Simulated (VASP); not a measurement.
# Ga (I4/mmm) in VASP: further runs, part 2 of 2

VASP 6.6.1. The steps go on from the part before.

## Step 3: Electric field gradients, LDA (17.93 Å³/atom)

This run uses another cell than the first one, of 17.93 Å³/atom.

Input file INCAR:

```
SYSTEM = Ga
  ALGO = Normal
  EDIFF = 1E-8
  ENCUT = 520
  ISIF = 2
  ISMEAR = -1
  ISYM = 0
  LASPH = .True.
  LCHARG = .False.
  LEFG = .True.
  LREAL = .False.
  LWAVE = .False.
  NBANDS = 12
  NELM = 80
  PREC = Accurate
  SIGMA = 0.05
```

Input file KPOINTS:

```
k-points
0
Gamma
  14 14 16
  0 0 0
```

Input file POSCAR:

```
Ga
1.0
   -1.4132982842      1.4132982842      2.2437620196
    1.4132982842     -1.4132982842      2.2437620196
    1.4132982842      1.4132982842     -2.2437620196
Ga
1
Direct
    0.0000000000      0.0000000000      0.0000000000
```

Potentials or basis: VASP PAW LDA potentials, release 64 (Ga_d).

Started as:

```
> cat potpaw_LDA.64/Ga_d/POTCAR > POTCAR
> mpirun -np 1 vasp_std > vasp.out
```

OUTCAR:

```text
SYSTEM = Ga
   EDIFF = 1E-8
   ENCUT = 520
   ISIF = 2
   ISMEAR = -1
   ISYM = 0
   LASPH = .True.
   LREAL = .False.
   NELM = 80
   PREC = Accurate

 ion  position               nearest neighbor table
   1  0.000  0.000  0.000-

IMPORTANT INFORMATION: All symmetrisations will be switched off!
NOSYMM: (Re-)initialisation of all symmetry stuff for point group C_1.

----------------------------------------------------------------------------------------

                                     Primitive cell

  volume of cell :      17.9269

  direct lattice vectors                    reciprocal lattice vectors
    -1.413298284  1.413298284  2.243762020     0.000000000  0.353782358  0.222840032
     1.413298284 -1.413298284  2.243762020     0.353782358  0.000000000  0.222840032
     1.413298284  1.413298284 -2.243762020     0.353782358  0.353782358  0.000000000

  length of vectors
     3.004878048  3.004878048  3.004878048     0.418114383  0.418114383  0.500323809

  position of ions in fractional coordinates (direct lattice)
     0.000000000  0.000000000  0.000000000

  ion indices of the primitive-cell ions
   primitive index   ion index
                 1           1

----------------------------------------------------------------------------------------

 KPOINTS: k-points

Automatic generation of k-mesh.
 Grid dimensions read from file:
 generate k-points for:   14   14   16

 Generating k-lattice:

  Cartesian coordinates                     Fractional coordinates (reciprocal lattice)
     0.000000000  0.025270168  0.015917145     0.071428571  0.000000000 -0.000000000
     0.025270168  0.000000000  0.015917145     0.000000000  0.071428571 -0.000000000
     0.022111397  0.022111397  0.000000000     0.000000000  0.000000000  0.062500000

  Length of vectors
     0.029865313  0.029865313  0.031270238

  Shift w.r.t. Gamma in fractional coordinates (k-lattice)
     0.000000000  0.000000000  0.000000000

 -----------------------------------------------------------------------------
|                                                                             |
|           W    W    AA    RRRRR   N    N  II  N    N   GGGG   !!!           |
|           W    W   A  A   R    R  NN   N  II  NN   N  G    G  !!!           |
|           W    W  A    A  R    R  N N  N  II  N N  N  G       !!!           |
|           W WW W  AAAAAA  RRRRR   N  N N  II  N  N N  G  GGG   !            |
|           WW  WW  A    A  R   R   N   NN  II  N   NN  G    G                |
|           W    W  A    A  R    R  N    N  II  N    N   GGGG   !!!           |
|                                                                             |
|     Your reciprocal lattice and k-lattice belong to different lattice       |
|     classes:                                                                |
|                                                                             |
|        The reciprocal lattice is body-centered tetragonal,                  |
|        whereas your k-lattice is base-centered monoclinic.                  |
|                                                                             |
|     Results are often still useful ...                                      |
|                                                                             |
 -----------------------------------------------------------------------------

[... 75 lines left out ...]
  Fermi-wavevector in a.u.,A,eV,Ry     =   1.470803  2.779414 29.432954  2.163261
  Thomas-Fermi vector in A             =   2.586016
   LORBIT       =      0    0 simple, 1 ext, 2 COOP (PROOUT), +10 PAW based schemes
   GGA     = CA    functional components
   LHFCALC =     F    Hartree Fock is set to
   AEXX    =    0.0000 exact exchange contribution
   IVDW    =     0    specifies the selected vdW correction
   LEPSILON=     F    determine dielectric tensor
   LRPA    =     F    only Hartree local field effects (RPA)
 non-spin polarized calculation
  energy-cutoff  :      520.00
  volume of cell :       17.93
 maximum number of plane-waves:       501
   NGX = 11   NGY = 11   NGZ = 11

 number of electron      12.9999993 magnetization

 Free energy of the ion-electron system (eV)
  ---------------------------------------------------
  ext. energy  EPLUGINS =         0.00000000
  ---------------------------------------------------
  free energy    TOTEN  =        -3.55792155 eV

  energy without entropy =       -3.55504194  energy(sigma->0) =       -3.55648175

 E-fermi :   5.7889     XC(G=0): -11.5908

 val. band max:        5.7859229006   @ k =   0.2143  -0.2143   0.4375
 cond. band min:       5.7906340200   @ k =   0.1429   0.2143   0.3750
 fundamental gap:      0.0047111193
 Fermi energy:         5.7888935074

 k-point     1 :       0.0000    0.0000    0.0000
  band No.  band energies     occupation
      1      -9.3369      2.00000
      2      -9.2101      2.00000
      3      -9.2100      2.00000
      4      -9.1883      2.00000
      5      -9.0547      2.00000
      6      -5.6588      2.00000
      7      18.4201      0.00000
      8      18.4269      0.00000
      9      18.4270      0.00000
     10      22.1095      0.00000
     11      22.2440      0.00000
     12      22.7587      0.00000
[... 331 lines left out ...]
 k-point    24 :       0.0714    0.1429   -0.0000
  band No.  band energies     occupation
      1      -9.3118      2.00000
      2      -9.2214      2.00000
      3      -9.1903      2.00000
      4      -9.1611      2.00000
      5      -9.0653      2.00000
      6      -4.8142      2.00000
      7      13.2020      0.00000
      8      15.5192      0.00000
      9      17.5989      0.00000
     10      20.9127      0.00000
     11      21.5811      0.00000
     12      23.7203      0.00000

 [... further k-points ...]

------------------------ aborting loop because EDIFF is reached ----------------------------------------

  FORCE on cell =-STRESS in cart. coord.  units (eV):
  Direction    XX          YY          ZZ          XY          YZ          ZX
  --------------------------------------------------------------------------------------
  -------------------------------------------------------------------------------------
  Total       -0.2969531     -0.2969532     -0.3012219     -0.0146323      0.0117869      0.0117871
  in kB      -26.5395758    -26.5395879    -26.9210914     -1.3077313      1.0534314      1.0534517
  external PRESSURE =     -26.6667517 kB  Pullay stress =       0.0000000 kB

 VOLUME and BASIS-vectors are now :
 -----------------------------------------------------------------------------
  energy-cutoff  :      520.00
  volume of cell :       17.93
      direct lattice vectors                 reciprocal lattice vectors
    -1.413298284  1.413298284  2.243762020     0.000000000  0.353782358  0.222840032
     1.413298284 -1.413298284  2.243762020     0.353782358  0.000000000  0.222840032
     1.413298284  1.413298284 -2.243762020     0.353782358  0.353782358  0.000000000

 POSITION                                       TOTAL-FORCE (eV/Angst)
 -----------------------------------------------------------------------------------
      0.00000      0.00000      0.00000         0.000000     -0.000000      0.000000
 -----------------------------------------------------------------------------------
    total drift:                                0.000000     -0.000000      0.000000

  FREE ENERGIE OF THE ION-ELECTRON SYSTEM (eV)
  ---------------------------------------------------
  free  energy   TOTEN  =        -3.5579215485 eV

  energy  without entropy=       -3.5550419435  energy(sigma->0) =       -3.55648175

 Electric field gradients (V/A^2)
---------------------------------------------------------------------
 ion       V_xx      V_yy      V_zz      V_xy      V_xz      V_yz
---------------------------------------------------------------------
   1     -10.199   -10.199    20.397     0.437     0.330     0.330
---------------------------------------------------------------------

 Electric field gradients after diagonalization (V/A^2)
 (convention: |V_zz| > |V_xx| > |V_yy|)
----------------------------------------------------------------------
 ion       V_xx      V_yy      V_zz     asymmetry (V_yy - V_xx)/ V_zz
----------------------------------------------------------------------
   1     -10.636    -9.768    20.405       0.043
----------------------------------------------------------------------

           NMR quadrupolar parameters

 Cq : quadrupolar parameter    Cq=e*Q*V_zz/h
 eta: asymmetry parameters     (V_yy - V_xx)/ V_zz
 Q  : nuclear electric quadrupole moment in mb (millibarn)
----------------------------------------------------------------------
 ion       Cq(MHz)       eta       Q (mb)
----------------------------------------------------------------------
   1       0.049       0.043       1.000
----------------------------------------------------------------------
```

OSZICAR:

```text
N       E                     dE             d eps       ncg     rms          rms(c)
DAV:   1     0.431874548535E+02    0.43187E+02   -0.66859E+03 40960   0.190E+03
DAV:   2    -0.145151061862E+01   -0.44639E+02   -0.42968E+02 39772   0.263E+02
DAV:   3    -0.357927361635E+01   -0.21278E+01   -0.21225E+01 43232   0.460E+01
DAV:   4    -0.359639095863E+01   -0.17117E-01   -0.17115E-01 43068   0.441E+00
DAV:   5    -0.359656579541E+01   -0.17484E-03   -0.17483E-03 44568   0.429E-01    0.897E-01
DAV:   6    -0.356608849826E+01    0.30477E-01   -0.44770E-02 46820   0.432E+00    0.429E-01
DAV:   7    -0.355877112686E+01    0.73174E-02   -0.74948E-03 48532   0.139E+00    0.118E-01
DAV:   8    -0.355792232166E+01    0.84881E-03   -0.80343E-04 47584   0.498E-01    0.856E-03
DAV:   9    -0.355792151555E+01    0.80611E-06   -0.61066E-06 46728   0.391E-02    0.283E-03
DAV:  10    -0.355792155428E+01   -0.38725E-07   -0.13685E-07 43796   0.502E-03    0.245E-04
DAV:  11    -0.355792154854E+01    0.57425E-08   -0.49103E-09 31748   0.116E-03
   1 F= -.35579215E+01 E0= -.35564817E+01  d E =-.287961E-02
```

Wall time 78 s (1 thread of Intel Xeon 6975P-C (Granite Rapids), shared host); peak memory 0.41 GiB.

What came out:

```yaml
Free_energy: -3.5579 eV
Pressure: -2.7 GPa
Band_gap_on_the_k_mesh: zero (an odd number of electrons rules out a gap without spin polarisation)
Largest_electric_field_gradient_by_atom: Ga +20.4 V/Å²
```

Levels at points of the mesh, in eV from the Fermi level:
| k point | band 3 | band 4 | band 5 | band 6 | band 7 | band 8 | band 9 | band 10 |
| --- | --- | --- | --- | --- | --- | --- | --- | --- |
| (0.00, 0.00, 0.00) | -15.00 | -14.98 | -14.84 | -11.45 | 12.63 | 12.64 | 12.64 | 16.32 |
| (0.50, 0.00, 0.00) | -14.98 | -14.81 | -14.77 | -5.01 | -4.16 | 8.51 | 11.58 | 12.77 |
| (0.00, 0.50, 0.00) | -14.98 | -14.81 | -14.77 | -5.01 | -4.16 | 8.51 | 11.58 | 12.77 |
| (0.50, 0.50, 0.00) | -14.81 | -14.81 | -14.70 | -2.19 | -1.46 | 4.04 | 4.95 | 8.16 |
| (0.00, 0.00, 0.50) | -14.81 | -14.81 | -14.70 | -2.19 | -1.46 | 4.04 | 4.95 | 8.16 |
| (0.50, 0.00, 0.50) | -14.98 | -14.81 | -14.77 | -5.01 | -4.16 | 8.51 | 11.58 | 12.77 |
| (0.00, 0.50, 0.50) | -14.98 | -14.81 | -14.77 | -5.01 | -4.16 | 8.51 | 11.58 | 12.77 |
| (0.50, 0.50, 0.50) | -14.78 | -14.77 | -14.77 | -3.91 | -3.57 | 6.41 | 6.41 | 9.81 |

Electric field gradients, principal values (V/Å²):
```tsv
atom	least	middle	greatest (by size)
1 Ga	-9.768	-10.636	20.405
```

Caveat: without QUAD_EFG the Cq values of the log hold for a quadrupole moment of 1 mb, not for the nuclei.

The gap in the log of VASP goes by the Fermi energy; the results here count the filled bands.